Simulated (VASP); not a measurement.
# Cs2AgBiBr6: equation of state with AM05

Crystal: Cs2AgBiBr6.

```xyz
10
Lattice="0.0000 5.6161 5.6161 5.6161 0.0000 5.6161 5.6161 5.6161 0.0000" Properties=species:S:1:pos:R:3 pbc="T T T"
Bi    0.0000    0.0000    0.0000
Cs    8.4242    8.4242    8.4242
Cs    2.8081    2.8081    2.8081
Ag    5.6161    5.6161    5.6161
Br    5.6161    5.6161    8.4180
Br    5.6161    5.6161    2.8142
Br    2.8142    5.6161    5.6161
Br    5.6161    8.4180    5.6161
Br    8.4180    5.6161    5.6161
Br    5.6161    2.8142    5.6161
```

```yaml
Program: VASP 6.6.1
Task: equation of state
Functional: AM05
Potentials_or_basis: VASP PAW PBE potentials, release 64 (Bi_d, Cs_sv, Ag, Br)
Cutoff: 320 eV
k_mesh: 4 × 4 × 4
Occupations: gaussian, width 0.03 eV
Spin: no spin polarisation
Tolerance_level: standard
Purpose: equation of state
Eos_scales: "[0.92, 0.96, 1.0, 1.04, 1.08]"
Further_INCAR_settings: ALGO = Normal; EDIFF = 1e-06; NSW = 0
```

```yaml
Equilibrium_volume: 36.50 Å³/atom
Bulk_modulus_at_fixed_shape_and_positions: 24 GPa
Pressure_derivative_of_the_bulk_modulus: "5.0 (rough: it moves with the points fitted)"
```

Energy against volume, from the lowest point:
```
volume (Å³/atom)  energy (meV/atom)
          32.593              39.64
          34.010              14.61
          35.427               2.28
          36.844               0.00
          38.261               5.68
```

Wall time 71 s on 8 MPI ranks on Intel(R) Xeon(R) 6975P-C (Granite Rapids), on a shared host, peak memory 0.28 GiB a rank.

Caveat: the cell was scaled at fixed shape and fractional positions, which overstates the stiffness of a crystal with free parameters, most of all of layers and chains; the PAW data sets were made with another functional, which shifts forces and pressure a little.
